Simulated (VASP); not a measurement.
# GaN (P6_3mc) in VASP: further runs, part 2 of 2

VASP 6.6.1.

### 3 Vibrations by perturbation theory, LDA

This run uses another cell than the first one, of 10.70 Å³/atom.

Input file INCAR:

```
SYSTEM = GaN
ALGO = Normal ; EDIFF = 1E-8
ENCUT = 520 ; GGA = CA
IBRION = 8 ; ISIF = 2
ISMEAR = 0 ; LASPH = .True.
LCHARG = .False. ; LEPSILON = .True.
LREAL = .False. ; LWAVE = .False.
NBANDS = 26 ; NELM = 60
NSW = 1 ; PREC = Accurate
SIGMA = 0.01
```

Input file KPOINTS:

```
k-points
0
Gamma
  12 12 6
  0 0 0
```

Input file POSCAR:

```
GaN
1.0
    3.1179462097      0.0000000000      0.0000000000
   -1.5589731049      2.7002206252      0.0000000000
    0.0000000000      0.0000000000      5.0841480023
Ga N
2 2
Direct
    0.3333333333      0.6666666667     -0.0006320147
    0.6666666667      0.3333333333      0.4993679853
    0.3333333333      0.6666666667      0.3756320147
    0.6666666667      0.3333333333      0.8756320147
```

Potentials or basis: VASP PAW LDA potentials, release 64 (Ga_d, N).

Run with:

```
> cat potpaw_LDA.64/Ga_d/POTCAR potpaw_LDA.64/N/POTCAR > POTCAR
> mpirun -np 1 vasp_std > vasp.out
```

OUTCAR:

```text
SYSTEM = GaN
   EDIFF = 1E-8
   ENCUT = 520
   GGA = CA
   IBRION = 8
   ISIF = 2
   ISMEAR = 0
   LASPH = .True.
   LEPSILON = .True.
   LREAL = .False.
   NELM = 60
   NSW = 1
   PREC = Accurate

 ion  position               nearest neighbor table
   1  0.333  0.667  0.999-   4 1.91   4 1.91   4 1.91   3 1.91
   2  0.667  0.333  0.499-   3 1.91   3 1.91   3 1.91   4 1.91
   3  0.333  0.667  0.376-   2 1.91   2 1.91   2 1.91   1 1.91
   4  0.667  0.333  0.876-   1 1.91   1 1.91   1 1.91   2 1.91

  LATTYP: Found a hexagonal cell.
 ALAT       =     3.1179462097
 C/A-ratio  =     1.6306079901

  Lattice vectors:

 A1 = (   3.1179462097,   0.0000000000,   0.0000000000)
 A2 = (  -1.5589731049,   2.7002206252,   0.0000000000)
 A3 = (   0.0000000000,   0.0000000000,   5.0841480023)

Analysis of symmetry for initial positions (statically):
=====================================================================
 Subroutine PRICEL returns:
 Original cell was already a primitive cell.

 Routine SETGRP: Setting up the symmetry group for a
 hexagonal supercell.

 Subroutine GETGRP returns: Found 12 space group operations
[... 1007 lines left out ...]
  x    -0.00000     0.00000     0.00000    11.91667    -0.00000     6.99132
  y    11.91667   -11.91667     0.00000     0.00000     7.28149    -0.00000
  z     7.04038     7.04038   -13.34537    -0.00000     0.00000    -0.00000

 SECOND DERIVATIVES (NOT SYMMETRIZED)
 ------------------------------------
               1X          1Y          1Z          2X          2Y          2Z          3X          3Y          3Z          4X          4Y          4Z
  1X   -15.647690    0.000000    0.000000    0.539282   -0.000000   -0.000000    0.917375   -0.000000   -0.000000   14.191033   -0.000000    0.000000
  1Y     0.000000  -15.647690    0.000000   -0.000000    0.539282    0.000000   -0.000000    0.917375    0.000000   -0.000000   14.191033   -0.000000
  1Z    -0.000000   -0.000000  -23.096201   -0.000000    0.000000    9.044393    0.000000    0.000000    8.841115    0.000000    0.000000    5.210693
  2X     0.539282   -0.000000    0.000000  -15.647690    0.000000    0.000000   14.191033   -0.000000    0.000000    0.917375   -0.000000    0.000000
  2Y    -0.000000    0.539282    0.000000    0.000000  -15.647690    0.000000   -0.000000   14.191033    0.000000   -0.000000    0.917375    0.000000
  2Z     0.000000   -0.000000    9.044393    0.000000    0.000000  -23.096201    0.000000   -0.000000    5.210693   -0.000000    0.000000    8.841115
  3X     0.900335   -0.000000    0.000000   14.174745   -0.000000   -0.000000  -15.808726    0.000000    0.000000    0.733646   -0.000000    0.000000
  3Y    -0.000000    0.900335    0.000000   -0.000000   14.174745   -0.000000    0.000000  -15.808726   -0.000000   -0.000000    0.733646    0.000000
  3Z     0.000000    0.000000    8.783401   -0.000000    0.000000    5.212737    0.000000   -0.000000  -20.750186    0.000000   -0.000000    6.754049
  4X    14.174745   -0.000000    0.000000    0.900335   -0.000000   -0.000000    0.733646   -0.000000    0.000000  -15.808726    0.000000    0.000000
  4Y    -0.000000   14.174745    0.000000   -0.000000    0.900335    0.000000   -0.000000    0.733646    0.000000    0.000000  -15.808726    0.000000
  4Z     0.000000   -0.000000    5.212737   -0.000000    0.000000    8.783401    0.000000    0.000000    6.754049    0.000000    0.000000  -20.750186

 Eigenvectors and eigenvalues of the dynamical matrix
 ----------------------------------------------------

   1 f  =   21.960364 THz   137.981036 2PiTHz  732.518891 cm-1    90.820727 meV
             X         Y         Z           dx          dy          dz
     -0.000000  1.800147  5.080935     0.000000   -0.000000    0.053728
      1.558973  0.900074  2.538861     0.000000    0.000000   -0.053728
     -0.000000  1.800147  1.909769     0.000000   -0.000000   -0.705063
      1.558973  0.900074  4.451843    -0.000000    0.000000    0.705063
[... 71 lines left out ...]
  12 f/i=    0.012708 THz     0.079846 2PiTHz    0.423887 cm-1     0.052555 meV
             X         Y         Z           dx          dy          dz
     -0.000000  1.800147  5.080935     0.000000    0.000000    0.645065
      1.558973  0.900074  2.538861     0.000000    0.000000    0.645065
     -0.000000  1.800147  1.909769     0.000000    0.000000    0.289639
      1.558973  0.900074  4.451843     0.000000    0.000000    0.289639

--------------------------------------------------------------------------------------------------------

 MACROSCOPIC STATIC DIELECTRIC TENSOR IONIC CONTRIBUTION
 ------------------------------------------------------
           3.682002    -0.000000    -0.000000
          -0.000000     3.682002     0.000000
          -0.000000     0.000000     4.385814
 ------------------------------------------------------

 ELASTIC MODULI CONTR FROM IONIC RELAXATION (kBar)
 Direction    XX          YY          ZZ          XY          YZ          ZX
 --------------------------------------------------------------------------------
 XX        -910.6650    382.6384    501.0496      0.0000     -0.0000      0.0000
 YY         382.6384   -910.6650    501.0496      0.0000     -0.0000     -0.0000
 ZZ         501.0496    501.0496   -950.9015     -0.0000      0.0000     -0.0000
 XY           0.0000      0.0000     -0.0000   -646.6517      0.0000     -0.0000
 YZ           0.0000     -0.0000      0.0000      0.0000   -230.3473      0.0000
 ZX           0.0000     -0.0000     -0.0000      0.0000      0.0000   -247.9748
 --------------------------------------------------------------------------------

 PIEZOELECTRIC TENSOR IONIC CONTR  for field in x, y, z        (C/m^2)
          XX          YY          ZZ          XY          YZ          ZX
  --------------------------------------------------------------------------------
  x     0.00000    -0.00000    -0.00000     0.00000     0.00000    -0.89912
  y    -0.00000    -0.00000     0.00000     0.00000    -0.86657     0.00000
  z    -1.01254    -1.01254     1.92161     0.00000    -0.00000     0.00000
```

OSZICAR:

```text
N       E                     dE             d eps       ncg     rms          rms(c)
DAV:   1     0.275418417505E+03    0.27542E+03   -0.17651E+04  4384   0.264E+03
DAV:   2     0.334972909258E+01   -0.27207E+03   -0.25687E+03  4216   0.488E+02
DAV:   3    -0.311067747381E+02   -0.34457E+02   -0.33974E+02  4766   0.142E+02
DAV:   4    -0.321557766934E+02   -0.10490E+01   -0.10445E+01  4604   0.260E+01
[... 227 lines left out ...]
RMM:  10    -0.246117372408E+00   -0.13404E-07   -0.14061E-07 10583   0.249E-04    0.190E-05
RMM:  11    -0.246117405773E+00   -0.33364E-07    0.33460E-08 10481   0.112E-04    0.431E-06
RMM:  12    -0.246117426324E+00   -0.20551E-07    0.53833E-09 10491   0.668E-05    0.187E-06
RMM:  13    -0.246117417304E+00    0.90195E-08    0.79583E-09 10434   0.514E-05    0.398E-07
 Linear response finished
```

Wall time 16 min (1 thread of Intel Xeon 6975P-C (Granite Rapids), shared host); peak memory 1 GiB.

Results:

| Item | Value |
| --- | --- |
| Electronic dielectric tensor (diagonal) | 5.43, 5.43, 5.60 |
| Born charges (mean of the diagonal) | Ga +2.61; N -2.61 e |
| Highest phonon frequency at Γ, LO-TO splitting left out | 733 cm⁻¹ |

Phonon frequencies in cm⁻¹ (negative: imaginary):
```
              q point                                frequencies
(0.000, 0.000, 0.000)  0 0 0 138 138 351 572 593 593 605 605 733
```

Electronic dielectric tensor:
```
5.43 0.00 0.00
0.00 5.43 0.00
0.00 0.00 5.60
```

Born effective charge tensors (e):
atom 1, Ga
```
2.56 0.00 0.00
0.00 2.56 0.00
0.00 0.00 2.70
```
atom 2, Ga
```
2.56 0.00 0.00
0.00 2.56 0.00
0.00 0.00 2.70
```
atom 3, N
```
-2.56  0.00  0.00
 0.00 -2.56  0.00
 0.00  0.00 -2.70
```
atom 4, N
```
-2.56  0.00  0.00
 0.00 -2.56  0.00
 0.00  0.00 -2.70
```

Caveat: the cell stands under pressure or tension, which shifts response properties.
